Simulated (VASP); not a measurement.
Crystal: SnTe.

```
Sn Te
1.0
     0.00000    3.61115    3.61115
     3.61115    0.00000    3.61115
     3.61115    3.61115    0.00000
Sn Te
1 1
Direct
  0.00000 0.00000 0.00000
  0.75000 0.75000 0.75000
```

```yaml
Program: VASP 6.6.1
Task: relaxation of cell and atoms
Functional: PBEsol
Potentials_or_basis: VASP PAW PBE potentials, release 64 (Sn_d, Te)
Cutoff: 500 eV
k_mesh: 6 × 6 × 6
Occupations: gaussian, width 0.01 eV
Spin: no spin polarisation
```

At the start: pressure -1.4 GPa; volume 47.09 Å³/atom.

Q: How do energy, volume and symmetry change on relaxing?

A: Over 3 steps the energy falls by 11.2 meV/atom and the volume is 44.56 Å³/atom (-5.4 %); space group F-43m (No. 216, to 0.1 Å) before and after.

The path:
```csv
step,energy change (eV),largest force (eV/Å),pressure (GPa),volume (Å³)
1,0.0000,0.0000,-1.35,94.18
2,-0.0224,0.0000,0.08,88.86
3,-0.0224,0.0000,0.01,89.12
```

Final structure:
```xyz
2
Lattice="0.0000 3.5453 3.5453 3.5453 0.0000 3.5453 3.5453 3.5453 0.0000" Properties=species:S:1:pos:R:3 pbc="T T T"
Sn    0.0000    0.0000    0.0000
Te    5.3179    5.3179    5.3179
```

Caveat: the PAW data sets were made with another functional, which shifts forces and pressure a little.
